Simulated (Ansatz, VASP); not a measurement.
## Two plane-wave programs on AsHF

INCAR

```
PREC = Accurate
ENCUT = 600
EDIFF = 1E-6
ISMEAR = 0
SIGMA = 0.1
LREAL = False
LASPH = True
NELM = 120
ALGO = Normal
ISIF = 2
LWAVE = False
LCHARG = True
GGA = PE
LELF = True
LVHAR = True
NBANDS = 14
GGA_COMPAT = False
```

KPOINTS

```
Automatic mesh
0
Gamma
  4 4 6
```

File POSCAR:

```
AsHF
1.0
    4.0601734500      0.0000000000      0.0000000000
    0.0000000000      4.0601734500      0.0000000000
    0.0000000000      0.0000000000      3.1713609800
H As F
1 1 1
Direct
    0.5000000000      0.5000000000      0.5000000000
    0.5000000000      0.5000000000      0.0000000000
    0.0000000000      0.0000000000      0.5000000000
```

Input for Ansatz:

```yaml
crystal:
  lattice:
    - [4.06017345, 0.0, 0.0]
    - [0.0, 4.06017345, 0.0]
    - [0.0, 0.0, 3.17136098]
  atoms:
    - { symbol: H, position: [0.5, 0.5, 0.5] }
    - { symbol: As, position: [0.5, 0.5, 0.0] }
    - { symbol: F, position: [0.0, 0.0, 0.5] }
basis:
  ecutwfc: 420
kpoints:
  mp_grid: { grid: [4, 4, 6] }
hamiltonian:
  xc: pbe
scf:
  occupations: { method: gaussian, width: 0.1 }
  lower_state_search: "off"
output:
  forces: true
  stress: true
  eigenvalues: true
```

Alike in both runs: task single point; functional PBE; k mesh 4 × 4 × 6; occupations gaussian, width 0.1 eV; no spin polarisation.

|  | VASP | Ansatz |
| --- | --- | --- |
| version | VASP 6.6.1 | Ansatz 0.2.0 |
| potentials or method | VASP PAW PBE potentials, release 64 (H, As, F), cutoff 600 eV | scalar-relativistic, plane waves, PAW |
| valence electrons in the cell | 13 | 23 |

```tsv
	VASP	Ansatz	Ansatz less VASP
gap on the k mesh at the Fermi level (eV)	none	none	-
pressure (GPa)	-3.1	-3.0	+0.03
traceless stress, the component that is largest in VASP (GPa)	17.04	16.81	-0.231
```

A gap of «none» marks a metal or a gap that the smearing closes. VASP's potentials hold 13 valence electrons a cell and Ansatz's 23, so a difference there can come from the potentials and not from the codes.

The k mesh is coarse, so the values compare programs but aren't converged.
